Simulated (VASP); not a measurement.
Input of a VASP 6.6.1 run:

INCAR

```
SYSTEM = KGe2
ALGO = Normal ; EDIFF = 1E-7
ENCUT = 520 ; GGA = PE
ISIF = 2 ; ISMEAR = 0
IVDW = 12 ; LASPH = .TRUE.
LCHARG = .FALSE. ; LREAL = .FALSE.
LWAVE = .FALSE. ; NBANDS = 26
NELM = 60 ; PREC = Accurate
SIGMA = 0.1
```

The input KPOINTS:

```
k-points
0
G
  4 4 4
  0 0 0
```

Contents of POSCAR:

```
KGe2
1.0
    2.2578542800     -6.1802043700      0.0000000000
    2.2578542800      6.1802043700      0.0000000000
    0.0000000000      0.0000000000      4.5157085700
K Ge
1 2
Direct
    0.0000000000      0.0000000000      0.0000000000
    0.6189363700      0.3810636300      0.5000000000
    0.3810636300      0.6189363700      0.5000000000
```

Potentials or basis: VASP PAW PBE potentials, release 64 (K_sv, Ge_d).

Run with:

```sh
$ cat potpaw_PBE.64/K_sv/POTCAR potpaw_PBE.64/Ge_d/POTCAR > POTCAR
$ mpirun -np 1 vasp_std > vasp.out
```

(1) What does it give for the pressure?

(2) What does it give for the largest force?

(3) Estimate the dispersion energy per atom.

Results:

(1) -3.1 GPa.

(2) 0.806 eV/Å.

(3) -0.163 eV.

Caveat: the k points lie up to 0.37 Å⁻¹ apart; pairwise dispersion overbinds metals, which lowers pressure and volume.
